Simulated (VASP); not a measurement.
# H5CCl in VASP: notebook, part 3 of 3

VASP 6.6.1. The steps go on from the part before.

### Step 4. Single point, PBE+D3(BJ)

INCAR

```
SYSTEM = H5CCl
  ALGO = Normal
  EDIFF = 1E-6
  ENCUT = 520
  GGA = PE
  ISIF = 2
  ISMEAR = -1
  IVDW = 12
  LASPH = .TRUE.
  LCHARG = .FALSE.
  LREAL = Auto
  LWAVE = .FALSE.
  NBANDS = 63
  NELM = 100
  PREC = Accurate
  SIGMA = 0.05
```

KPOINTS

```
k-points
0
G
  1 1 1
  0 0 0
```

POSCAR

```
H5CCl
1.0
    8.5589900000      0.0000000000      0.0000000000
    0.0000000000      8.5589900000      0.0000000000
    0.0000000000      0.0000000000      8.5589900000
C H Cl
5 25 5
Direct
    0.3854193077     -0.0199322584      0.3500763525
    0.2515951064      0.6649850041      0.1704640384
    0.9425177503      0.7749746173      0.7371196835
    1.0508366057      0.1379718869      0.2920671715
    0.7511283458      0.2208438145      0.6152010927
    0.4985518151     -0.0472368819      0.3472956505
    0.3163574207     -0.1136699540      0.3883402130
    0.3296300148      0.0298516531      0.2361960932
    0.3962500248      0.0714920803      0.4347008233
    0.3773926596      0.7124555584      0.1405422836
    0.1593762815      0.6865880203      0.0856876804
    0.2428908084      0.7234147954      0.2867160728
    0.2877442315      0.5389304112      0.1801147098
    0.8190686051      0.7672634271      0.7888430761
    1.0295957817      0.7847654922      0.8391176996
    0.9756174502      0.8835388288      0.6673801465
    0.9729068500      0.6871488341      0.6447022371
    1.1478807663      0.0715621820      0.3399349690
    1.0631861937      0.1436734942      0.1696461849
    1.0628240014      0.2443863119      0.3547498011
    0.9452049833      0.0696227008      0.3227950962
    0.7857702836      0.2354950759      0.7386969724
    0.7341754109      0.0868560426      0.5917520642
    0.8105862958      0.2875339263      0.5233210928
    0.6258215046      0.2561400352      0.6279011893
    0.1639562612      0.2557311085      0.7630806906
    0.5947547549      0.4471555639     -0.0930950965
    0.5292330053      0.0616311037      0.8889016111
    0.3746586922      0.6463729949      0.7935165247
    0.6985637324      0.6732686917      0.4432181835
    0.1579041452      0.3363948316      0.8865765704
    0.5546799330      0.4376450960      0.0451571973
    0.4044636108      0.0376212614      0.8088103853
    0.4251085701      0.6015429391      0.6663519878
    0.8254244952      0.6940538545      0.3819609557
```

Potentials or basis: VASP PAW PBE potentials, release 64 (C, H, Cl).

Started as:

```sh
> cat potpaw_PBE.64/C/POTCAR potpaw_PBE.64/H/POTCAR potpaw_PBE.64/Cl/POTCAR > POTCAR
> mpirun -np 1 vasp_gam > vasp.out
```

OUTCAR:

```text
SYSTEM = H5CCl
   EDIFF = 1E-6
   ENCUT = 520
   GGA = PE
   ISIF = 2
   ISMEAR = -1
   IVDW = 12
   LASPH = .TRUE.
   LREAL = Auto
   NELM = 100
   PREC = Accurate
 IVDW          = 12

 ion  position               nearest neighbor table
   1  0.385  0.980  0.350-   6 1.00   7 1.05   9 1.07   8 1.17
   2  0.252  0.665  0.170-  11 1.09  12 1.12  13 1.13  10 1.18
   3  0.943  0.775  0.737-  17 1.12  16 1.14  14 1.15  15 1.15
   4  0.051  0.138  0.292-  19 1.05  20 1.06  18 1.09  21 1.11
   5  0.751  0.221  0.615-  24 1.10  22 1.10  25 1.12  23 1.17
   6  0.499  0.953  0.347-   1 1.00
   7  0.316  0.886  0.388-   1 1.05
   8  0.330  0.030  0.236-   1 1.17
   9  0.396  0.071  0.435-   1 1.07
  10  0.377  0.712  0.141-   2 1.18
  11  0.159  0.687  0.086-   2 1.09
[... 22 lines left out ...]
  34  0.425  0.602  0.666-  29 1.23
  35  0.825  0.694  0.382-  30 1.22

  LATTYP: Found a simple cubic cell.
 ALAT       =     8.5589900000

  Lattice vectors:

 A1 = (   8.5589900000,   0.0000000000,   0.0000000000)
 A2 = (   0.0000000000,   8.5589900000,   0.0000000000)
 A3 = (   0.0000000000,   0.0000000000,   8.5589900000)

Analysis of symmetry for initial positions (statically):
=====================================================================
 Subroutine PRICEL returns:
 Original cell was already a primitive cell.

 Routine SETGRP: Setting up the symmetry group for a
 simple cubic supercell.

 Subroutine GETGRP returns: Found  1 space group operations
 (whereof  1 operations were pure point group operations)
 out of a pool of 48 trial point group operations.

The static configuration has the point symmetry C_1 .

Analysis of symmetry for dynamics (positions and initial velocities):
=====================================================================
 Subroutine PRICEL returns:
 Original cell was already a primitive cell.

 Routine SETGRP: Setting up the symmetry group for a
 simple cubic supercell.

 Subroutine GETGRP returns: Found  1 space group operations
 (whereof  1 operations were pure point group operations)
 out of a pool of 48 trial point group operations.

The dynamic configuration has the point symmetry C_1 .

 Subroutine INISYM returns: Found  1 space group operations
 (whereof  1 operations are pure point group operations),
 and found     1 'primitive' translations

----------------------------------------------------------------------------------------

                                     Primitive cell

  volume of cell :     627.0000

  direct lattice vectors                    reciprocal lattice vectors
     8.558990000  0.000000000  0.000000000     0.116836215  0.000000000  0.000000000
     0.000000000  8.558990000  0.000000000     0.000000000  0.116836215  0.000000000
     0.000000000  0.000000000  8.558990000     0.000000000  0.000000000  0.116836215

  length of vectors
     8.558990000  8.558990000  8.558990000     0.116836215  0.116836215  0.116836215

  position of ions in fractional coordinates (direct lattice)
     0.385419308  0.980067742  0.350076352
     0.251595106  0.664985004  0.170464038
     0.942517750  0.774974617  0.737119683
     0.050836606  0.137971887  0.292067172
     0.751128346  0.220843815  0.615201093
     0.498551815  0.952763118  0.347295651
[... 27 lines left out ...]
     0.425108570  0.601542939  0.666351988
     0.825424495  0.694053854  0.381960956

  ion indices of the primitive-cell ions
   primitive index   ion index
                 1           1
                 2           2
                 3           3
                 4           4
                 5           5
                 6           6
[... 27 lines left out ...]
                34          34
                35          35

----------------------------------------------------------------------------------------

 KPOINTS: k-points

Automatic generation of k-mesh.
 Grid dimensions read from file:
 generate k-points for:    1    1    1

 Generating k-lattice:

  Cartesian coordinates                     Fractional coordinates (reciprocal lattice)
     0.116836215  0.000000000  0.000000000     1.000000000  0.000000000  0.000000000
     0.000000000  0.116836215  0.000000000     0.000000000  1.000000000  0.000000000
     0.000000000  0.000000000  0.116836215     0.000000000  0.000000000  1.000000000

  Length of vectors
     0.116836215  0.116836215  0.116836215

  Shift w.r.t. Gamma in fractional coordinates (k-lattice)
     0.000000000  0.000000000  0.000000000

 Subroutine IBZKPT returns following result:
 ===========================================

 Found      1 irreducible k-points:

 Following reciprocal coordinates:
            Coordinates               Weight
  0.000000  0.000000  0.000000      1.000000
   k-points           NKPTS =      1   k-points in BZ     NKDIM =      1   number of bands    NBANDS=     63
   number of dos      NEDOS =    301   number of ions     NIONS =     35
   total plane-waves  NPLWV = 262144
   dimension x,y,z NGX =    64 NGY =   64 NGZ =   64
   dimension x,y,z NGXF=   128 NGYF=  128 NGZF=  128
   ions per type =               5  25   5
   NGX,Y,Z   is equivalent  to a cutoff of  12.43, 12.43, 12.43 a.u.
   NGXF,Y,Z  is equivalent  to a cutoff of  24.86, 24.86, 24.86 a.u.
 SYSTEM =  H5CCl
   PREC   = accura    normal or accurate (medium, high low for compatibility)
   ISTART =      0    job   : 0-new  1-cont  2-samecut
   ICHARG =      2    charge: 1-file 2-atom 10-const
   ISPIN  =      1    spin polarized calculation?
   LNONCOLLINEAR =      F non collinear calculations
   LSORBIT =      F    spin-orbit coupling
   LASPH  =      T    aspherical Exc in radial PAW
   ENCUT  =  520.0 eV  38.22 Ry    6.18 a.u.  15.91 15.91 15.91*2*pi/ulx,y,z
   NELM   =    100;   NELMIN=  2; NELMDL= -5     # of ELM steps
   EDIFF  = 0.1E-05   stopping-criterion for ELM
   LREAL  =      T    real-space projection
   EDIFFG = 0.1E-04   stopping-criterion for IOM
   NSW    =      0    number of steps for IOM
   IBRION =     -1    ionic relax: 0-MD 1-quasi-New 2-CG
   NFREE  =      0    steps in history (QN), initial steepest desc. (CG)
   ISIF   =      2    stress and relaxation
   ISYM   =      2    0-nonsym 1-usesym 2-fastsym
   POTIM  = 0.5000    time-step for ionic-motion
   TEBEG  =    0.0;   TEEND  =   0.0 temperature during run
   PSTRESS=    0.0 pullay stress
   NELECT =      80.0000    total number of electrons
   NUPDOWN=      -1.0000    fix difference up-down
   EMIN   =  10.00;   EMAX   =-10.00  energy-range for DOS
   EFERMI =   0.00;   METHOD = LEGACY
   ISMEAR =    -1;   SIGMA  =   0.05  broadening in eV -4-tet -1-fermi 0-gaus
   EFERMI_NEDOS =   21; number of points for ismear=-14 and -15
   IALGO  =     38    algorithm
   IMIX   =      4    mixing-type and parameters
     AMIX     =   0.40;   BMIX     =  1.00
     AMIX_MAG =   1.60;   BMIX_MAG =  1.00
  volume/ion in A,a.u.               =      17.91       120.89
  Fermi-wavevector in a.u.,A,eV,Ry     =   0.824168  1.557451  9.241792  0.679253
  Thomas-Fermi vector in A             =   1.935805
   LORBIT       =      0    0 simple, 1 ext, 2 COOP (PROOUT), +10 PAW based schemes
   GGA     = PE    functional components
   LHFCALC =     F    Hartree Fock is set to
   AEXX    =    0.0000 exact exchange contribution
   IVDW    =    12    specifies the selected vdW correction
   LEPSILON=     F    determine dielectric tensor
   LRPA    =     F    only Hartree local field effects (RPA)
 non-spin polarized calculation
  energy-cutoff  :      520.00
  volume of cell :      627.00
 maximum number of plane-waves:      8440
 NGX is ok and might be reduce to    64
   NGX = 31   NGY = 31   NGZ = 31

 number of electron      79.9999992 magnetization

 Free energy of the ion-electron system (eV)
  ---------------------------------------------------
  ext. energy  EPLUGINS =         0.00000000
  ---------------------------------------------------
  free energy    TOTEN  =      -148.67088655 eV

  energy without entropy =     -148.67088655  energy(sigma->0) =     -148.67088655

 E-fermi :  -3.6170     XC(G=0):  -5.4696

 val. band max:       -4.8719893545   @ k =   0.0000   0.0000   0.0000
 cond. band min:       0.6020060952   @ k =   0.0000   0.0000   0.0000
 fundamental gap:      5.4739954497
 Fermi energy:        -3.6169569304

 k-point     1 :       0.0000    0.0000    0.0000
  band No.  band energies     occupation
      1     -19.0242      2.00000
      2     -18.7873      2.00000
      3     -18.7554      2.00000
      4     -18.7240      2.00000
      5     -18.4394      2.00000
      6     -14.9246      2.00000
[... 44 lines left out ...]
     51       3.6531      0.00000
     52       3.7787      0.00000
 [bands above 52 left out]

------------------------ aborting loop because EDIFF is reached ----------------------------------------

 Edisp (eV)   -1.13065

 E8    (eV) :    -0.2747

  FORCE on cell =-STRESS in cart. coord.  units (eV):
  Direction    XX          YY          ZZ          XY          YZ          ZX
  --------------------------------------------------------------------------------------
  -------------------------------------------------------------------------------------
  Total       3.21196     0.42815     2.24692    -3.58600     1.74583    -3.60619
  in kB       8.20755     1.09405     5.74156    -9.16332     4.46112    -9.21492
  external pressure =        5.01 kB  Pullay stress =        0.00 kB

 VOLUME and BASIS-vectors are now :
 -----------------------------------------------------------------------------
  energy-cutoff  :      520.00
  volume of cell :      627.00
      direct lattice vectors                 reciprocal lattice vectors
     8.558990000  0.000000000  0.000000000     0.116836215  0.000000000  0.000000000
     0.000000000  8.558990000  0.000000000     0.000000000  0.116836215  0.000000000
     0.000000000  0.000000000  8.558990000     0.000000000  0.000000000  0.116836215

 POSITION                                       TOTAL-FORCE (eV/Angst)
 -----------------------------------------------------------------------------------
      3.29880      8.38839      2.99630        -3.009705      2.651678     -1.787334
      2.15340      5.69160      1.45900         3.507278     -0.067304      0.767358
      8.06700      6.63300      6.30900         1.160273      1.036438      0.293001
      0.43511      1.18090      2.49980        -0.309496     -1.789853      1.423842
      6.42890      1.89020      5.26550        -2.174721     -1.906515      0.670167
      4.26710      8.15469      2.97250         4.117204     -1.652877     -1.098911
[... 27 lines left out ...]
      3.63850      5.14860      5.70330         0.713090     -0.608536     -1.779339
      7.06480      5.94040      3.26920         1.995584      0.298849     -1.369995
 -----------------------------------------------------------------------------------
    total drift:                                0.003840     -0.007300      0.004536

  FREE ENERGIE OF THE ION-ELECTRON SYSTEM (eV)
  ---------------------------------------------------
  free  energy   TOTEN  =      -149.8015345490 eV

  energy  without entropy=     -149.8015345489  energy(sigma->0) =     -149.80153455
```

Run time: 2.1 min. Hardware: 1 thread of AMD EPYC 7R13, shared host; peak memory 0.5 GiB.

Results:

```
Free energy                : -149.8015 eV
Pressure                   : 0.5 GPa
Largest force              : 4.571 eV/Å
Band gap on the k mesh     : 5.47 eV
Dispersion energy per atom : -0.032 eV
```

Forces on the atoms (eV/Å):
```
C   -3.010  2.652 -1.787
C    3.507 -0.067  0.767
C    1.160  1.036  0.293
C   -0.309 -1.790  1.424
C   -2.175 -1.907  0.670
H    4.117 -1.653 -1.099
H   -0.788 -0.988  0.791
H    1.382 -0.807  1.478
H   -0.857  0.884  0.787
H   -2.004 -0.189 -0.470
H    0.052  0.178 -0.008
H   -0.871 -0.775 -0.612
H   -1.038  0.635  0.186
H    1.329  0.251 -1.011
H   -0.871 -0.710 -1.050
H   -1.155 -0.407  0.780
H   -0.315 -0.113  1.308
H   -0.078 -0.304 -0.143
H    0.127  0.431 -1.366
H   -0.490  1.343  0.167
H    0.088  0.558 -0.047
H    0.868  0.037 -0.469
H    0.806  1.892  0.083
H    0.103 -0.220  0.363
H    0.399  0.249 -0.633
H    0.032 -0.324 -0.552
H    0.487  0.120 -1.755
H   -0.019  0.056  0.036
H   -0.682  0.618  1.684
H   -2.138 -0.332  1.077
Cl  -0.268  0.504  0.586
Cl  -0.228 -0.275  1.692
Cl   0.133 -0.276 -0.020
Cl   0.713 -0.609 -1.779
Cl   1.996  0.299 -1.370
```

Caveat: the k points lie up to 0.73 Å⁻¹ apart.
